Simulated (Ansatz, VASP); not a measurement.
## Two plane-wave programs on Ba

```
Ba
1.0
     4.31161    0.00000    0.00000
    -2.15581    3.73397    0.00000
     0.00000    0.00000    3.91341
Ba
1
Cartesian
  0.0000 0.0000 0.0000
```

Alike in both runs: task single point; functional PBE; k mesh 6 × 6 × 4; no spin polarisation.

|  | VASP | Ansatz |
| --- | --- | --- |
| version | VASP 6.6.1 | Ansatz 0.2.0 |
| potentials or method | VASP PAW PBE potentials, release 64 (Ba_sv), cutoff 500 eV | scalar-relativistic, plane waves, PAW |
| occupations | methfessel-paxton of order 1, width 0.0026 eV | cold, width 0.0026 eV |
| valence electrons in the cell | 10 | 10 |

|  | VASP | Ansatz | Ansatz less VASP |
| --- | --- | --- | --- |
| gap on the k mesh at the Fermi level (eV) | none | none | - |
| pressure (GPa) | 0.1 | 0.0 | -0.08 |
| traceless stress, the component that is largest in VASP (GPa) | 0.60 | 0.58 | -0.024 |

A gap of «none» marks a metal or a gap that the smearing closes.

The k mesh is coarse, so the values compare programs but aren't converged. Spin-orbit coupling is off throughout.
